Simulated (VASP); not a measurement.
Wanted: the native input for a VASP 6.6.1 run.

```yaml
Task: relaxation of cell and atoms
Functional: PBEsol
Potentials_or_basis: VASP PAW PBE potentials, release 64 (Al, As)
Cutoff: 500 eV
k_mesh: 8 × 8 × 8
Occupations: gaussian, width 0.02 eV
Spin: no spin polarisation
Dipole_correction: no
Further_INCAR_settings: ALGO = Normal; EDIFF = 1e-07; IBRION = 2; EDIFFG = -0.005; NSW = 100; ISIF = 3
```

The structure of AlAs lies in POSCAR:

```
AlAs
1.0
    0.0000000000      2.8379008000      2.8379008000
    2.8379008000      0.0000000000      2.8379008000
    2.8379008000      2.8379008000      0.0000000000
Al As
1 1
Direct
    0.0000000000      0.0000000000      0.0000000000
    0.2500000000      0.2500000000      0.2500000000
```

These files were run (other wordings do the same):

INCAR

```
PREC = Accurate
ENCUT = 500
EDIFF = 1E-7
ISMEAR = 0
SIGMA = 0.02
LREAL = F
LASPH = T
NELM = 120
ALGO = Normal
ISIF = 3
LWAVE = F
LCHARG = F
GGA = PS
IBRION = 2
NSW = 100
EDIFFG = -0.005
GGA_COMPAT = F
NELMIN = 4
```

KPOINTS

```
Automatic mesh
0
Gamma
  8 8 8
```

Potentials or basis: VASP PAW PBE potentials, release 64 (Al, As).

Run with:

```bash
$ cat potpaw_PBE.64/Al/POTCAR potpaw_PBE.64/As/POTCAR > POTCAR
$ mpirun -np 1 vasp_std > vasp.out
```

It gave:

The relaxed volume is 22.93 Å³/atom and the relaxed cell is a = 4.018 Å, b = 4.018 Å, c = 4.018 Å, α = 60.00°, β = 60.00°, γ = 60.00°. The space group after relaxing (to 0.05 Å) is F-43m (No. 216), the energy gained by relaxing is 0.1 meV/atom and the ionic steps are 3. The pressure after relaxing is 0.0 GPa. The band gap on the k mesh is 1.34 eV, indirect (least direct gap 1.89 eV).

Caveat: the PAW data sets were made with another functional, which shifts forces and pressure a little.

It took 17 s on 1 thread of Intel Xeon 6975P-C, with other jobs on the host, peak memory 0.17 GiB.
